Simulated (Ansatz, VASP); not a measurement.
## Two plane-wave programs on HfO2

```xyz
3
Lattice="-0.0506 2.4786 2.4786 2.4786 -0.0506 2.4786 2.4786 2.4786 -0.0506" Properties=species:S:1:pos:R:3 pbc="T T T"
Hf    0.0000    0.0000    0.0000
O     1.2356    1.2356    1.2356
O     3.6710    3.6710    3.6710
```

Change from the starting cell: shear_111 strain -3.0%.

Alike in both runs: task single point; functional PBE; k mesh 8 × 8 × 8; occupations fermi-dirac, width 0.02 eV; no spin polarisation.

```csv
,VASP,Ansatz
version,VASP 6.6.1,Ansatz 0.2.0
potentials or method,"VASP PAW PBE potentials, release 64 (Hf_pv, O)","plane waves, PAW"
plane-wave cutoff (eV),520,420
valence electrons in the cell,22,38
```

VASP gave:

| Property | Result |
| --- | --- |
| gap on the k mesh at the Fermi level (eV) | 3.91 |
| pressure (GPa) | 10.7 |
| traceless stress, the component that is largest in VASP (GPa) | 1.56 |
| rms of the force components (eV/Å) | 0.004 |

Task: Estimate Ansatz's values.

Result: gap on the k mesh at the Fermi level (eV): 3.88; pressure (GPa): 14.8; traceless stress, the component that is largest in VASP (GPa): 1.59; rms of the force components (eV/Å): 0.012.

Atom by atom the forces differ by 0.009 eV/Å (rms over components). One of these differences is far larger than is usual between the two programs; its cause wasn't traced. VASP's potentials hold 22 valence electrons a cell and Ansatz's 38, so a difference there can come from the potentials and not from the codes.

Neither program's run includes spin-orbit coupling.
